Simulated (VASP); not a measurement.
# PbSe (rocksalt type) (I4/mmm) in VASP: electric field gradients with PBE

Aim: the electric field gradients of PbSe (rocksalt type) with PBE.

Everything below comes from runs of VASP 6.6.1. Logs are shortened: lines on timing, memory, paths and dates and some standing lists are left out, and cuts for length are marked.

### Step 1. The cell of the first run

Symmetry: I4/mmm, No. 139, tetragonal system. The conventional cell has a = 4.310 Å, b = 4.310 Å, c = 6.465 Å, α = 90.00°, β = 90.00°, γ = 90.00°. Pb (site symmetry 4/mmm) has 6 Se at 3.05 to 3.23 Å within 4.0 Å. Within 4.0 Å of Se (site symmetry 4/mmm) lie 6 Pb at 3.05 to 3.23 Å.

### Step 2. Electric field gradients, PBE (z stretched by +4 % at fixed volume)

File INCAR:

```
  ALGO = Normal
  EDIFF = 1E-8
  ENCUT = 520
  GGA = PE
  ISIF = 2
  ISMEAR = -1
  LASPH = T
  LCHARG = F
  LEFG = T
  LREAL = F
  LWAVE = F
  NBANDS = 17
  NELM = 100
  PREC = Accurate
  SIGMA = 0.03
```

File KPOINTS:

```
k-points
0
Gamma
  10 10 10
```

File POSCAR:

```
PbSe
1.0
    0.0000000000      3.0476067612      3.2322797198
    3.0476067612      0.0000000000      3.2322797198
    3.0476067612      3.0476067612      0.0000000000
Pb Se
1 1
Direct
    0.0000000000      0.0000000000      0.0000000000
    0.5000000000      0.5000000000      0.5000000000
```

Potentials or basis: VASP PAW PBE potentials, release 64 (Pb_d, Se).

The run is started by

```console
$ cat potpaw_PBE.64/Pb_d/POTCAR potpaw_PBE.64/Se/POTCAR > POTCAR
$ mpirun -np 1 vasp_std > vasp.out
```

OUTCAR:

```text
EDIFF = 1E-8
   ENCUT = 520
   GGA = PE
   ISIF = 2
   ISMEAR = -1
   LASPH = T
   LREAL = F
   NELM = 100
   PREC = Accurate

 ion  position               nearest neighbor table
   1  0.000  0.000  0.000-   2 3.05   2 3.05   2 3.05   2 3.05   2 3.23   2 3.23
   2  0.500  0.500  0.500-   1 3.05   1 3.05   1 3.05   1 3.05   1 3.23   1 3.23

  LATTYP: Found a body centered tetragonal cell.
 ALAT       =     4.3099668145
 C/A-ratio  =     1.4999093306

  Lattice vectors:

 A1 = (  -3.0476067612,   0.0000000000,   3.2322797198)
 A2 = (   3.0476067612,   0.0000000000,   3.2322797198)
 A3 = (   0.0000000000,   3.0476067612,  -3.2322797198)

Analysis of symmetry for initial positions (statically):
=====================================================================
 Subroutine PRICEL returns:
 Original cell was already a primitive cell.

 Routine SETGRP: Setting up the symmetry group for a
 body centered tetragonal supercell.

 Subroutine GETGRP returns: Found 16 space group operations
 (whereof 16 operations were pure point group operations)
 out of a pool of 16 trial point group operations.

The static configuration has the point symmetry D_4h.

Analysis of symmetry for dynamics (positions and initial velocities):
=====================================================================
 Subroutine PRICEL returns:
 Original cell was already a primitive cell.

 Routine SETGRP: Setting up the symmetry group for a
 body centered tetragonal supercell.

 Subroutine GETGRP returns: Found 16 space group operations
 (whereof 16 operations were pure point group operations)
 out of a pool of 16 trial point group operations.

The dynamic configuration has the point symmetry D_4h.

 Subroutine INISYM returns: Found 16 space group operations
 (whereof 16 operations are pure point group operations),
 and found     1 'primitive' translations

----------------------------------------------------------------------------------------

                                     Primitive cell

  volume of cell :      60.0422

  direct lattice vectors                    reciprocal lattice vectors
     0.000000000  3.047606761  3.232279720    -0.164063161  0.164063161  0.154689582
     3.047606761  0.000000000  3.232279720     0.164063161 -0.164063161  0.154689582
     3.047606761  3.047606761  0.000000000     0.164063161  0.164063161 -0.154689582

  length of vectors
     4.442469939  4.442469939  4.309966814     0.278858941  0.278858941  0.278858941

  position of ions in fractional coordinates (direct lattice)
     0.000000000  0.000000000  0.000000000
     0.500000000  0.500000000  0.500000000

  ion indices of the primitive-cell ions
   primitive index   ion index
                 1           1
                 2           2

----------------------------------------------------------------------------------------

 KPOINTS: k-points

Automatic generation of k-mesh.
 Grid dimensions read from file:
 generate k-points for:   10   10   10

 Generating k-lattice:

  Cartesian coordinates                     Fractional coordinates (reciprocal lattice)
    -0.016406316  0.016406316  0.015468958     0.100000000 -0.000000000  0.000000000
     0.016406316 -0.016406316  0.015468958    -0.000000000  0.100000000  0.000000000
     0.016406316  0.016406316 -0.015468958     0.000000000  0.000000000  0.100000000

  Length of vectors
     0.027885894  0.027885894  0.027885894

  Shift w.r.t. Gamma in fractional coordinates (k-lattice)
     0.000000000  0.000000000  0.000000000

 Subroutine IBZKPT returns following result:
 ===========================================

 Found    102 irreducible k-points:

 Following reciprocal coordinates:
            Coordinates               Weight
  0.000000  0.000000  0.000000      1.000000
  0.100000  0.000000  0.000000      8.000000
  0.200000  0.000000  0.000000      8.000000
  0.300000 -0.000000  0.000000      8.000000
  0.400000 -0.000000  0.000000      8.000000
  0.500000 -0.000000  0.000000      4.000000
[... 16 lines left out ...]
  0.300000  0.300000  0.000000      2.000000
  0.400000  0.300000  0.000000      8.000000
 [... further k-points ...]
   k-points           NKPTS =    102   k-points in BZ     NKDIM =    102   number of bands    NBANDS=     17
   number of dos      NEDOS =    301   number of ions     NIONS =      2
   total plane-waves  NPLWV =  41472
   dimension x,y,z NGX =    36 NGY =   36 NGZ =   32
   dimension x,y,z NGXF=    72 NGYF=   72 NGZF=   64
   ions per type =               1   1
   NGX,Y,Z   is equivalent  to a cutoff of  13.47, 13.47, 12.34 a.u.
   NGXF,Y,Z  is equivalent  to a cutoff of  26.94, 26.94, 24.69 a.u.
 SYSTEM =  unknown system
   PREC   = accura    normal or accurate (medium, high low for compatibility)
   ISTART =      0    job   : 0-new  1-cont  2-samecut
   ICHARG =      2    charge: 1-file 2-atom 10-const
   ISPIN  =      1    spin polarized calculation?
   LNONCOLLINEAR =      F non collinear calculations
   LSORBIT =      F    spin-orbit coupling
   LASPH  =      T    aspherical Exc in radial PAW
   ENCUT  =  520.0 eV  38.22 Ry    6.18 a.u.   8.26  8.26  8.01*2*pi/ulx,y,z
   NELM   =    100;   NELMIN=  2; NELMDL= -5     # of ELM steps
   EDIFF  = 0.1E-07   stopping-criterion for ELM
   LREAL  =      F    real-space projection
   EDIFFG = 0.1E-06   stopping-criterion for IOM
   NSW    =      0    number of steps for IOM
   IBRION =     -1    ionic relax: 0-MD 1-quasi-New 2-CG
   NFREE  =      0    steps in history (QN), initial steepest desc. (CG)
   ISIF   =      2    stress and relaxation
   ISYM   =      2    0-nonsym 1-usesym 2-fastsym
   POTIM  = 0.5000    time-step for ionic-motion
   TEBEG  =    0.0;   TEEND  =   0.0 temperature during run
   PSTRESS=    0.0 pullay stress
   NELECT =      20.0000    total number of electrons
   NUPDOWN=      -1.0000    fix difference up-down
   EMIN   =  10.00;   EMAX   =-10.00  energy-range for DOS
   EFERMI =   0.00;   METHOD = LEGACY
   ISMEAR =    -1;   SIGMA  =   0.03  broadening in eV -4-tet -1-fermi 0-gaus
   EFERMI_NEDOS =   21; number of points for ismear=-14 and -15
   IALGO  =     38    algorithm
   IMIX   =      4    mixing-type and parameters
     AMIX     =   0.40;   BMIX     =  1.00
     AMIX_MAG =   1.60;   BMIX_MAG =  1.00
  volume/ion in A,a.u.               =      30.02       202.59
  Fermi-wavevector in a.u.,A,eV,Ry     =   1.134835  2.144526 17.522257  1.287850
  Thomas-Fermi vector in A             =   2.271539
   LORBIT       =      0    0 simple, 1 ext, 2 COOP (PROOUT), +10 PAW based schemes
   GGA     = PE    functional components
   LHFCALC =     F    Hartree Fock is set to
   AEXX    =    0.0000 exact exchange contribution
   IVDW    =     0    specifies the selected vdW correction
   LEPSILON=     F    determine dielectric tensor
   LRPA    =     F    only Hartree local field effects (RPA)
 non-spin polarized calculation
  energy-cutoff  :      520.00
  volume of cell :       60.04
 maximum number of plane-waves:      1636
 NGX is ok and might be reduce to    36
   NGX = 17   NGY = 17   NGZ = 17

 number of electron      20.0000001 magnetization

 Free energy of the ion-electron system (eV)
  ---------------------------------------------------
  ext. energy  EPLUGINS =         0.00000000
  ---------------------------------------------------
  free energy    TOTEN  =        -8.15657533 eV

  energy without entropy =       -8.15656641  energy(sigma->0) =       -8.15657087

 E-fermi :   4.7233     XC(G=0):  -9.3134

 val. band max:        4.5457090885   @ k =   0.5000  -0.0000   0.0000
 cond. band min:       4.9008747850   @ k =   0.5000  -0.0000   0.0000
 fundamental gap:      0.3551656965
 Fermi energy:         4.7233159419

 k-point     1 :       0.0000    0.0000    0.0000
  band No.  band energies     occupation
      1     -12.2722      2.00000
      2     -12.2601      2.00000
      3     -12.2601      2.00000
      4     -12.2407      2.00000
      5     -12.2293      2.00000
      6      -8.7153      2.00000
[... 9 lines left out ...]
     16      11.2624      0.00000
     17      12.0342      0.00000

 k-point     2 :       0.1000    0.0000    0.0000
  band No.  band energies     occupation
      1     -12.2725      2.00000
      2     -12.2597      2.00000
      3     -12.2586      2.00000
      4     -12.2386      2.00000
      5     -12.2311      2.00000
      6      -8.6453      2.00000
[... 9 lines left out ...]
     16      11.4600      0.00000
     17      12.6812      0.00000

 k-point     3 :       0.2000    0.0000    0.0000
  band No.  band energies     occupation
      1     -12.2743      2.00000
      2     -12.2583      2.00000
      3     -12.2556      2.00000
      4     -12.2346      2.00000
      5     -12.2324      2.00000
      6      -8.4467      2.00000
[... 9 lines left out ...]
     16      11.9741      0.00000
     17      14.0334      0.00000

 k-point     4 :       0.3000   -0.0000    0.0000
  band No.  band energies     occupation
      1     -12.2777      2.00000
      2     -12.2568      2.00000
      3     -12.2556      2.00000
      4     -12.2351      2.00000
      5     -12.2234      2.00000
      6      -8.1606      2.00000
[... 9 lines left out ...]
     16      12.7845      0.00000
     17      15.4980      0.00000
[... 343 lines left out ...]
      1     -12.2762      2.00000
      2     -12.2595      2.00000
      3     -12.2481      2.00000
      4     -12.2476      2.00000
      5     -12.2162      2.00000
      6      -8.0365      2.00000
[... 9 lines left out ...]
     16      13.1335      0.00000
     17      14.5416      0.00000

 k-point    23 :       0.3000    0.3000    0.0000
  band No.  band energies     occupation
      1     -12.3215      2.00000
      2     -12.2486      2.00000
      3     -12.2392      2.00000
      4     -12.2392      2.00000
      5     -12.2215      2.00000
      6      -8.0617      2.00000
[... 9 lines left out ...]
     16      14.7455      0.00000
     17      14.7552      0.00000

 k-point    24 :       0.4000    0.3000    0.0000
  band No.  band energies     occupation
      1     -12.3306      2.00000
      2     -12.2479      2.00000
      3     -12.2360      2.00000
      4     -12.2360      2.00000
      5     -12.2214      2.00000
      6      -7.8671      2.00000
[... 9 lines left out ...]
     16      15.2939      0.00000
     17      15.8419      0.00000

 [... further k-points ...]

------------------------ aborting loop because EDIFF is reached ----------------------------------------

  FORCE on cell =-STRESS in cart. coord.  units (eV):
  Direction    XX          YY          ZZ          XY          YZ          ZX
  --------------------------------------------------------------------------------------
  -------------------------------------------------------------------------------------
  Total        0.8593123      0.8593123     -1.1840777      0.0000000      0.0000000     -0.0000000
  in kB       22.9300404     22.9300404    -31.5961385      0.0000000      0.0000000     -0.0000000
  external PRESSURE =       4.7546474 kB  Pullay stress =       0.0000000 kB

 VOLUME and BASIS-vectors are now :
 -----------------------------------------------------------------------------
  energy-cutoff  :      520.00
  volume of cell :       60.04
      direct lattice vectors                 reciprocal lattice vectors
     0.000000000  3.047606761  3.232279720    -0.164063161  0.164063161  0.154689582
     3.047606761  0.000000000  3.232279720     0.164063161 -0.164063161  0.154689582
     3.047606761  3.047606761  0.000000000     0.164063161  0.164063161 -0.154689582

 POSITION                                       TOTAL-FORCE (eV/Angst)
 -----------------------------------------------------------------------------------
      0.00000      0.00000      0.00000         0.000000      0.000000      0.000000
      3.04761      3.04761      3.23228         0.000000     -0.000000     -0.000000
 -----------------------------------------------------------------------------------
    total drift:                               -0.000000      0.000000      0.000000

  FREE ENERGIE OF THE ION-ELECTRON SYSTEM (eV)
  ---------------------------------------------------
  free  energy   TOTEN  =        -8.1565753287 eV

  energy  without entropy=       -8.1565664120  energy(sigma->0) =       -8.15657087

 Electric field gradients (V/A^2)
---------------------------------------------------------------------
 ion       V_xx      V_yy      V_zz      V_xy      V_xz      V_yz
---------------------------------------------------------------------
   1     -83.508   -83.508   167.017     0.001     0.000     0.000
   2      -4.791    -4.791     9.583     0.000    -0.000    -0.000
---------------------------------------------------------------------

 Electric field gradients after diagonalization (V/A^2)
 (convention: |V_zz| > |V_xx| > |V_yy|)
----------------------------------------------------------------------
 ion       V_xx      V_yy      V_zz     asymmetry (V_yy - V_xx)/ V_zz
----------------------------------------------------------------------
   1     -83.509   -83.507   167.017       0.000
   2      -4.792    -4.791     9.583       0.000
----------------------------------------------------------------------

           NMR quadrupolar parameters

 Cq : quadrupolar parameter    Cq=e*Q*V_zz/h
 eta: asymmetry parameters     (V_yy - V_xx)/ V_zz
 Q  : nuclear electric quadrupole moment in mb (millibarn)
----------------------------------------------------------------------
 ion       Cq(MHz)       eta       Q (mb)
----------------------------------------------------------------------
   1       0.404       0.000       1.000
   2       0.023       0.000       1.000
----------------------------------------------------------------------
```

Run time: 56 s. Hardware: 1 thread of AMD EPYC 9R45 (Zen 5), shared host; peak memory 0.23 GiB.

What came out:

- Free energy: -8.1566 eV
- Pressure: 0.5 GPa
- Band gap on the k mesh: 0.36 eV
- Largest electric field gradient by atom: Pb +167.0; Se +9.6 V/Å²

Electric field gradients, principal values (V/Å²):
| atom | least | middle | greatest (by size) |
| --- | --- | --- | --- |
| 1 Pb | -83.507 | -83.509 | 167.017 |
| 2 Se | -4.791 | -4.792 | 9.583 |

Caveat: without QUAD_EFG the Cq values of the log hold for a quadrupole moment of 1 mb, not for the nuclei; spin-orbit coupling is left out, which moves the levels of the heavy elements. A k mesh can miss the band edges.
